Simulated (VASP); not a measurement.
InP3: single point with PBEsol

Crystal: InP3.

```
CELL_PARAMETERS angstrom
5.39961 0.00000 0.00000
0.28772 5.39194 0.00000
-0.28772 -0.27277 5.38504
ATOMIC_POSITIONS crystal
In 0.72672 0.72672 0.27328
In 0.27328 0.27328 0.72672
P 0.75881 0.20529 0.79471
P 0.20529 0.75881 0.79471
P 0.20529 0.20529 0.24119
P 0.24119 0.79471 0.20529
P 0.79471 0.79471 0.75881
P 0.79471 0.24119 0.20529
```

| Property | Result |
| --- | --- |
| Program | VASP 6.6.1 |
| Task | single point |
| Functional | PBEsol |
| Potentials or basis | VASP PAW PBE potentials, release 64 (In_d, P) |
| Cutoff | 520 eV |
| k mesh | 7 × 7 × 7 |
| Occupations | gaussian, width 0.1 eV |
| Spin | no spin polarisation |

The pressure is -0.1 GPa and the largest force is 0.069 eV/Å. The band gap on the k mesh is zero (bands 28 and 29 overlap by 0.56 eV).

Forces in eV/Å, atoms in the order of the input:
```
In  -0.042 -0.040  0.038
In   0.042  0.040 -0.038
P   -0.057 -0.022  0.021
P   -0.025 -0.055  0.021
P   -0.025 -0.024  0.054
P    0.057  0.022 -0.021
P    0.025  0.024 -0.054
P    0.025  0.055 -0.021
```

Stress tensor (GPa, compression positive):
```
-0.09 -0.06  0.06
-0.06 -0.09  0.05
 0.06  0.05 -0.08
```

Levels at points of the mesh, in eV from the Fermi level:
```csv
k point,band 25,band 26,band 27,band 28,band 29,band 30,band 31,band 32
"(0.00, 0.00, 0.00)",-2.28,-2.13,-0.71,-0.71,-0.23,-0.21,2.00,2.30
```

Run time: 4 min on 1 thread of Intel(R) Xeon(R) Platinum 8259CL CPU @ 2.50GHz (Skylake/Cascade Lake), with other jobs on the host, peak memory 0.36 GiB.

Caveat: semilocal functionals underestimate gaps, so a narrow gap can read as zero; the PAW data sets were made with another functional, which shifts forces and pressure a little; spin-orbit coupling is left out, which moves the levels of the heavy elements.
